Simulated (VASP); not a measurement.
Here is a VASP 6.6.1 calculation.

The input INCAR:

```
SYSTEM = Zr8C
PREC = Accurate
ENCUT = 520
EDIFF = 1E-6
ISMEAR = 0
SIGMA = 0.1
LREAL = .False.
LASPH = .True.
NELM = 80
ALGO = Normal
ISIF = 2
LWAVE = .False.
LCHARG = .True.
LDIPOL = .True.
IDIPOL = 3
DIPOL = 0.5 0.5 0.319
GGA = PE
LELF = .True.
LVHAR = .True.
LVACPOTAV = .True.
NBANDS = 60
```

KPOINTS

```
Automatic mesh
0
Gamma
  4 5 1
  0 0 0
```

POSCAR

```
Zr8C
1.0
    6.4655797184      0.0000000000      0.0000000000
    0.0000000000      5.1691196971      0.0000000000
    0.0000000000      0.0000000000     18.9770873264
Zr C
8 1
Direct
    0.0000000000      0.7500000000      0.2107805024
    0.5000000000      0.7500000000      0.2107805024
    0.2500000000      0.2500000000      0.2599569661
    0.7500000000      0.2500000000      0.2599569661
    0.2500000000      0.7500000000      0.3477072663
    0.7500000000      0.7500000000      0.3477072663
    0.0000000000      0.2500000000      0.3940060557
    0.5000000000      0.2500000000      0.3940060557
    0.2500000000      0.3750000000      0.4452484587
```

Potentials or basis: VASP PAW PBE potentials, release 64 (Zr_sv, C).

Command:

```bash
$ cat potpaw_PBE.64/Zr_sv/POTCAR potpaw_PBE.64/C/POTCAR > POTCAR
$ mpirun -np 1 vasp_std > vasp.out
```

Q: Estimate the band gap on the k mesh.

A: Zero (bands 50 and 51 overlap by 0.43 eV).

Q: Predict the largest force.

A: 1.285 eV/Å.

Forces on the atoms (eV/Å):
```
Zr   0.058  0.003  0.181
Zr  -0.058  0.003  0.181
Zr   0.000 -0.338 -0.925
Zr   0.000  0.250 -0.352
Zr   0.000 -0.444  0.960
Zr   0.000 -0.204 -0.577
Zr  -0.412 -0.277  0.239
Zr   0.412 -0.277  0.239
C    0.000  1.284  0.056
```
